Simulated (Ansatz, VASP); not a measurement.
# One calculation of AlN, two programs

```
CELL_PARAMETERS angstrom
0.00000 2.20159 2.20159
2.20159 0.00000 2.20159
2.20159 2.20159 0.00000
ATOMIC_POSITIONS crystal
Al 0.00000 0.00000 0.00000
N 0.75000 0.75000 0.75000
```

Alike in both runs: functional PBE; k mesh 10 × 10 × 10; occupations gaussian, width 0.02 eV; no spin polarisation.

Ansatz relaxed the structure, and its values are those at the end. VASP's run is a single point on that final structure, the one shown.

|  | VASP | Ansatz |
| --- | --- | --- |
| version | VASP 6.6.1 | Ansatz 0.2.0 |
| potentials or method | VASP PAW PBE potentials, release 64 (Al, N), cutoff 600 eV | scalar-relativistic, plane waves, PAW |
| valence electrons in the cell | 8 | 8 |

Ansatz gave:

| Quantity | Value |
| --- | --- |
| gap on the k mesh at the Fermi level (eV) | 3.31 |
| least direct gap on the mesh (eV) | 3.98 |
| pressure (GPa) | 0.0 |

**Question.** Estimate VASP's values.

**Answer.** gap on the k mesh at the Fermi level (eV): 3.31; least direct gap on the mesh (eV): 3.98; pressure (GPa): -0.4.

With one functional, cell and mesh, what is left measures potentials, basis and numerics.
